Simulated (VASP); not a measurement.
A run of VASP 6.6.1 is set up as follows.

Contents of INCAR:

```
PREC = Accurate ; ENCUT = 1340
EDIFF = 1E-6 ; ISMEAR = 0
SIGMA = 0.05 ; LREAL = F
LASPH = T ; NELM = 120
ALGO = Normal ; ISIF = 2
LWAVE = F ; LCHARG = F
GGA = CA ; NBANDS = 28
GGA_COMPAT = F
```

File KPOINTS:

```
regular mesh
0
Gamma
  6 6 6
```

Contents of POSCAR:

```
BaZrO3
1.0
    3.8052893064      0.0000000000      0.0000000000
    0.0000000000      3.9193442992      0.0000000000
    0.0000000000      0.0000000000      4.1474542849
Ba Zr O
1 1 3
Direct
    0.5000000000      0.5000000000      0.5000000000
    0.0000000000      0.0000000000      0.0000000000
    0.5000000000      0.0000000000      0.0000000000
    0.0000000000      0.5000000000      0.0000000000
    0.0000000000      0.0000000000      0.5000000000
```

Potentials or basis: VASP PAW LDA potentials, release 64 (Ba_sv, Zr_sv, O_h).

Command:

```sh
$ cat potpaw_LDA.64/Ba_sv/POTCAR potpaw_LDA.64/Zr_sv/POTCAR potpaw_LDA.64/O_h/POTCAR > POTCAR
$ mpirun -np 1 vasp_std > vasp.out
```

Q: Predict the band gap on the k mesh.

A: 2.72 eV.

Q: Predict the pressure.

A: 38.8 GPa.

Stress tensor (GPa, compression positive):
```
57.47  0.00  0.00
 0.00 41.38  0.00
 0.00  0.00 17.69
```

Caveat: the cell differs from its parent crystal (normal strain along x -0.0825, normal strain along y -0.0550); the stress differs along the axes, from 18 to 57 GPa; spin-orbit coupling is left out, which moves the levels of the heavy elements. A k mesh can miss the band edges.
